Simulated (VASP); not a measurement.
Write the native input for VASP 6.6.1 that does the following.

```
Task                   : single point
Functional             : revPBE
Potentials or basis    : VASP PAW PBE potentials, release 64 (Ba_sv, S)
Cutoff                 : 520 eV
k mesh                 : 6 × 6 × 6
Occupations            : gaussian, width 0.05 eV
Spin                   : non-collinear spin, zero start, spin-orbit coupling
Starting moments       : [[0.0, 0.0, 0.0], [0.0, 0.0, 0.0]] μB
Dipole correction      : no
Further INCAR settings : ALGO = Normal; EDIFF = 1e-06; NBANDS = 28
```

The structure of BaS lies in POSCAR:

```
BaS
1.0
    0.0000000000      3.2129006479      3.2129006479
    3.2129006479      0.0000000000      3.2129006479
    3.2129006479      3.2129006479      0.0000000000
Ba S
1 1
Direct
    0.5000000000      0.5000000000      0.5000000000
    0.0000000000      0.0000000000      0.0000000000
```

One way to write it, as run:

INCAR

```
SYSTEM = BaS
  PREC = Accurate
  ENCUT = 520
  EDIFF = 1E-6
  ISMEAR = 0
  SIGMA = 0.05
  LREAL = .False.
  LASPH = .True.
  NELM = 150
  ALGO = Normal
  ISIF = 2
  LWAVE = .False.
  LCHARG = .True.
  MAGMOM = 0 0 0 0 0 0
  LORBIT = 11
  LSORBIT = .True.
  GGA_COMPAT = .False.
  LORBMOM = .True.
  GGA = RE
  LVHAR = .True.
  NBANDS = 28
```

KPOINTS

```
regular mesh
0
Gamma
  6 6 6
  0 0 0
```

Potentials or basis: VASP PAW PBE potentials, release 64 (Ba_sv, S).

Launch:

```sh
$ cat potpaw_PBE.64/Ba_sv/POTCAR potpaw_PBE.64/S/POTCAR > POTCAR
$ mpirun -np 1 vasp_ncl > vasp.out
```

It gave:

- Pressure: 1.7 GPa
- Net moment: 0.00 μB per cell
- Valence electrons inside the program's atomic spheres: Ba 7.91; S 3.76

Caveat: the PAW data sets were made with another functional, which shifts forces and pressure a little.

It took 79 s on 1 thread of Intel(R) Xeon(R) Platinum 8488C (Sapphire Rapids), on a shared host, peak memory 0.39 GiB.
